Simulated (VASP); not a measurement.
Set up this calculation in VASP 6.6.1, as the native input.

```
Task                   : single point
Functional             : PBE
Potentials or basis    : VASP PAW PBE potentials, release 64 (Mn_pv, Si, C)
Cutoff                 : 520 eV
k mesh                 : 10 × 10 × 8
Occupations            : gaussian, width 0.1 eV
Spin                   : no spin polarisation
Dipole correction      : no
Further INCAR settings : ALGO = Normal; EDIFF = 1e-06; NBANDS = 26
```

The structure of MnSi4C lies in POSCAR:

```
MnSi4C
1.0
    3.8362904073      0.0000000000      0.0000000000
    0.0000000000      3.8362904073      0.0000000000
    0.0000000000      0.0000000000      5.0097755682
Mn Si C
1 4 1
Direct
    0.5000000000      0.5000000000      0.5000000000
    0.0000000000      0.5000000000      0.7506631311
    0.5000000000      0.0000000000      0.7506631311
    0.0000000000      0.5000000000      0.2493368689
    0.5000000000      0.0000000000      0.2493368689
    0.0000000000      0.0000000000      0.0000000000
```

The cell was generated, and may not be a known phase.

These files were run (other wordings do the same):

INCAR

```
SYSTEM = MnSi4C
ALGO = Normal
EDIFF = 1E-6
ENCUT = 520
GGA = PE
ISIF = 2
ISMEAR = 0
LASPH = .TRUE.
LCHARG = .TRUE.
LELF = .TRUE.
LREAL = .FALSE.
LVHAR = .TRUE.
LWAVE = .FALSE.
NBANDS = 26
NELM = 60
PREC = Accurate
SIGMA = 0.1
```

KPOINTS

```
k-points
0
G
  10 10 8
  0 0 0
```

Potentials or basis: VASP PAW PBE potentials, release 64 (Mn_pv, Si, C).

Command:

```console
$ cat potpaw_PBE.64/Mn_pv/POTCAR potpaw_PBE.64/Si/POTCAR potpaw_PBE.64/C/POTCAR > POTCAR
$ mpirun -np 1 vasp_std > vasp.out
```

Results of the run:

| Item | Value |
| --- | --- |
| Pressure | -0.1 GPa |
| Largest force | 0.012 eV/Å |
| Band gap on the k mesh | zero (an odd number of electrons rules out a gap without spin polarisation) |

Caveat: the run has no spin polarisation, though such a crystal can be magnetic.

Wall time 4.8 min on 1 thread of Intel Xeon 8259CL (shared host), peak memory 0.31 GiB.
